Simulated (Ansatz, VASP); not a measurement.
**KI: VASP beside Ansatz**

```
CELL_PARAMETERS angstrom
0.00000 3.54428 3.54428
3.54428 0.00000 3.54428
3.54428 3.54428 0.00000
ATOMIC_POSITIONS crystal
K 0.00000 0.00000 0.00000
I 0.50000 0.50000 0.50000
```

Alike in both runs: task single point; functional r2SCAN; k mesh 6 × 6 × 6; no spin polarisation.

```csv
,VASP,Ansatz
version,VASP 6.6.1,Ansatz 0.2.0
potentials or method,"VASP PAW PBE potentials, release 64 (K_sv, I)","plane waves, PAW"
plane-wave cutoff (eV),520,500
occupations,"gaussian, width 0.01 eV",fixed
valence electrons in the cell,16,26
```

|  | VASP | Ansatz | Ansatz less VASP |
| --- | --- | --- | --- |
| gap on the k mesh at the Fermi level (eV) | 4.58 | 4.59 | +0.003 |
| pressure (GPa) | 0.0 | 0.0 | 0.00 |

VASP's potentials were made for PBE, not for r2SCAN. VASP's potentials hold 16 valence electrons a cell and Ansatz's 26, so a difference there can come from the potentials and not from the codes.

Spin-orbit coupling is off throughout.
